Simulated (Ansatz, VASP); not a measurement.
Two plane-wave programs on GaP

```
CELL_PARAMETERS angstrom
0.00000 2.37552 2.37552
2.37552 0.00000 2.37552
2.37552 2.37552 0.00000
ATOMIC_POSITIONS crystal
Ga 0.00000 0.00000 0.00000
P 0.50000 0.50000 0.50000
```

Change from the starting cell: volume scaled by 0.8, PAW files.

Alike in both runs: task single point; functional r2SCAN; k mesh 14 × 14 × 14; occupations fermi-dirac, width 0.05 eV; no spin polarisation.

```csv
,VASP,Ansatz
version,VASP 6.6.1,Ansatz 0.2.0
potentials or method,"VASP PAW PBE potentials, release 64 (Ga_d, P)","PAW with Ansatz's default frozen-core files, scalar-relativistic"
plane-wave cutoff (eV),520,500
valence electrons in the cell,18,18
```

```tsv
	VASP	Ansatz	Ansatz less VASP
pressure (GPa)	36.0	36.2	+0.18
```

VASP's potentials were made for PBE, not for r2SCAN. Both programs put the cell under a high pressure, so it lies far from rest at this level.
